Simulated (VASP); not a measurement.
# GaBi2B: single point with PBE

Crystal: GaBi2B.

```
B Bi Ga
1.0
     4.20084    0.00000    0.00000
     0.00000    4.20084    0.00000
     0.00000    0.00000    6.12708
B Bi Ga
1 2 1
Direct
  0.00000 0.00000 0.00000
  0.00000 0.50000 0.21581
  0.50000 0.00000 0.78419
  0.50000 0.50000 0.50000
```

```yaml
Program: VASP 6.6.1
Task: single point
Functional: PBE
Potentials_or_basis: VASP PAW PBE potentials, release 64 (B, Bi_d, Ga_d)
Cutoff: 520 eV
k_mesh: 6 × 6 × 4
Occupations: fermi-dirac, width 0.02 eV
Spin: no spin polarisation
```

| Item | Value |
| --- | --- |
| Pressure | 0.0 GPa |
| Largest force | 0.005 eV/Å |
| Band gap on the k mesh | zero (band 23 reaches 5.68 eV, above the bottom of band 24 at 4.92 eV) |

Forces in eV/Å, atoms in the order of the input:
```
B    0.000  0.000  0.000
Bi   0.000  0.000 -0.005
Bi   0.000  0.000  0.005
Ga   0.000  0.000  0.000
```

Levels at points of the mesh, in eV from the Fermi level:
```csv
k point,band 21,band 22,band 23,band 24,band 25,band 26
"(0.00, 0.00, 0.00)",-1.34,-0.10,0.34,0.34,0.72,1.08
"(0.50, 0.00, 0.00)",-3.09,-1.93,-0.57,0.88,2.39,3.53
"(0.50, 0.50, 0.00)",-2.82,-2.82,-2.50,0.15,0.93,0.93
"(0.00, 0.00, 0.50)",-2.47,-0.91,-0.91,0.76,0.94,2.32
"(0.50, 0.00, 0.50)",-1.34,-1.30,-0.47,-0.43,-0.17,3.18
"(0.50, 0.50, 0.50)",-3.49,-3.30,-3.30,2.94,2.94,3.41
```

Wall time 73 s on 1 thread of Intel(R) Xeon(R) Platinum 8259CL CPU @ 2.50GHz (Skylake/Cascade Lake), with other jobs on the host, peak memory 0.27 GiB.

Caveat: spin-orbit coupling is left out, which moves the levels of the heavy elements.
